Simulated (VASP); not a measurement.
Input of a VASP 6.6.1 run:

The input INCAR:

```
SYSTEM = Na5SrNbAs4
  PREC = Accurate
  ENCUT = 400
  EDIFF = 1E-6
  ISMEAR = -1
  SIGMA = 0.05
  LREAL = .FALSE.
  LASPH = .TRUE.
  NELM = 120
  ALGO = Normal
  ISIF = 2
  LWAVE = .FALSE.
  LCHARG = .FALSE.
  GGA = CA
  NBANDS = 95
  GGA_COMPAT = .FALSE.
```

File KPOINTS:

```
Automatic mesh
0
G
  1 1 1
  0 0 0
```

File POSCAR:

```
Na5SrNbAs4
1.0
    4.7994160000     -8.3308930000      0.0000000000
    4.7994160000      8.3308930000      0.0000000000
   -0.0046410000      0.0000000000      7.5592420000
Na Sr Nb As
10 2 2 8
Direct
    0.4839182626      0.5310200559      0.5841855572
    0.0704697231      0.5409234908      0.6098627349
    0.5180604848      0.4150463182      0.1223270799
    0.4973879933      0.0731717658      0.1839337860
    0.8894592120      0.1412921188      0.7551021650
    0.2580313648      0.1608148959      0.7579066790
    0.8718759789      0.7415418118      0.7246626051
    0.1603916350      0.8863762323      0.2961540324
    0.6935898357      0.8065429129      0.2717335945
    0.1369100888      0.2848534125      0.3487386698
    0.4912566637      0.9519275665      0.6122571549
    0.9101852208      0.4681437734      0.1237293369
    0.6735987248      0.3434060312      0.5018095730
    0.3282559687      0.6642463601      0.0067996236
    0.7251737291      0.3604109120      0.8128195922
    0.3447689476      0.6492861224      0.3412643754
    0.1799283696      0.7913394152      0.9088874255
    0.5888105484      0.8035054197      0.9057389617
    0.1672475193      0.3884602993      0.8560646689
    0.7838642191      0.1673636831      0.3961243733
    0.3994063052      0.1977232443      0.4251484474
    0.8210027019      0.6226566183      0.3709631204
```

Potentials or basis: VASP PAW LDA potentials, release 64 (Na_pv, Sr_sv, Nb_sv, As).

The run is started by

```bash
$ cat potpaw_LDA.64/Na_pv/POTCAR potpaw_LDA.64/Sr_sv/POTCAR potpaw_LDA.64/Nb_sv/POTCAR potpaw_LDA.64/As/POTCAR > POTCAR
$ mpirun -np 1 vasp_gam > vasp.out
```

(1) What does it give for the pressure?

(2) What does it give for the largest force?

Results:

(1) -0.6 GPa.

(2) 2.255 eV/Å.

Caveat: the k points lie up to 0.83 Å⁻¹ apart, too coarse for converged energies, forces and pressures; the atoms stand as in a frame of molecular dynamics; forces of over 1 eV/Å act on the atoms, so gaps and moduli don't describe the material at rest.
